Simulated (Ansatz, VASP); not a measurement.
**WC: VASP beside Ansatz**

Contents of INCAR:

```
SYSTEM = WC
ALGO = Normal
EDIFF = 1E-6
EDIFFG = -0.01
ENCUT = 600
GGA = PE
IBRION = 2
ISIF = 3
ISMEAR = 0
LASPH = .True.
LCHARG = .False.
LREAL = .False.
LWAVE = .False.
NELM = 100
NSW = 100
PREC = Accurate
SIGMA = 0.1
```

File KPOINTS:

```
k-points
0
Gamma
  20 20 20
  0 0 0
```

The input POSCAR:

```
WC
1.0
    0.0000000000      2.3498884182      2.3498884182
    2.3498884182      0.0000000000      2.3498884182
    2.3498884182      2.3498884182      0.0000000000
W C
1 1
Direct
    0.0000000000      0.0000000000      0.0000000000
    0.2500000000      0.2500000000      0.2500000000
```

Input for Ansatz:

```yaml
crystal:
  lattice:
    - [0.0, 2.3498884182, 2.3498884182]
    - [2.3498884182, 0.0, 2.3498884182]
    - [2.3498884182, 2.3498884182, 0.0]
  atoms:
    - { symbol: W, position: [0.0, 0.0, 0.0] }
    - { symbol: C, position: [0.25, 0.25, 0.25] }
basis:
  ecutwfc: 420
kpoints:
  mp_grid: { grid: [20, 20, 20] }
hamiltonian:
  xc: pbe
scf:
  occupations: { method: gaussian, width: 0.1 }
output:
  forces: true
  stress: true
  eigenvalues: true
  write_density: true
  write_potential: true
  elf: true
  volumetric_format: npy
relax:
  adjacent_minimum: "off"
  f_tol: 0.01
  max_steps: 80
  cell: { stress_tol: 0.05 }
```

Change from the starting cell: species swapped into the GaN type (F-43m, No. 216).

Alike in both runs: task relaxation of cell and atoms; functional PBE; k mesh 20 × 20 × 20; occupations gaussian, width 0.1 eV; no spin polarisation.

|  | VASP | Ansatz |
| --- | --- | --- |
| version | VASP 6.6.1 | Ansatz 0.2.0 |
| potentials or method | VASP PAW PBE potentials, release 64 (W_sv, C), cutoff 600 eV | scalar-relativistic, plane waves, PAW |
| valence electrons in the cell | 18 | 18 |

```tsv
	VASP	Ansatz	Ansatz less VASP
gap on the k mesh at the Fermi level, each at its own relaxed structure (eV)	none	none	-
relaxed volume (Å³/atom)	13.00	12.96	-0.032
relaxed length of the cell vector where the two differ most in proportion (Å)	3.325	3.322	-0.0027
```

A gap of «none» marks a metal or a gap that the smearing closes.

Spin-orbit coupling is off throughout.
